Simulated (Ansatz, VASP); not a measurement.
## In in VASP and in Ansatz

```xyz
1
Lattice="2.3956 0.0000 0.0000 -1.1978 2.0747 0.0000 0.0000 0.0000 2.2959" Properties=species:S:1:pos:R:3 pbc="T T T"
In    0.0000    0.0000    0.0000
```

Change from the starting cell: volume scaled by 0.4, crystal datasets.

Alike in both runs: task single point; functional PBE; k mesh 15 × 15 × 14; occupations fermi-dirac, width 0.1 eV; no spin polarisation.

|  | VASP | Ansatz |
| --- | --- | --- |
| version | VASP 6.6.1 | Ansatz 0.2.0 |
| potentials or method | VASP PAW PBE potentials, release 64 (In_d), cutoff 520 eV | all-electron PAW with datasets made for the crystal, scalar-relativistic |

Ansatz gave:

| Property | Result |
| --- | --- |
| pressure (GPa) | 321.2 |
| traceless stress, the component that is largest in VASP (GPa) | -0.16 |

**Question.** What did VASP give for the same quantities?

**Answer.** Pressure (GPa): 322.4; traceless stress, the component that is largest in VASP (GPa): -0.28.

Both programs put the cell under a high pressure, so it lies far from rest at this level. Ansatz ran all-electron here, and VASP with PAW potentials.

Noted on VASP's run: the cell as given lies far from equilibrium.
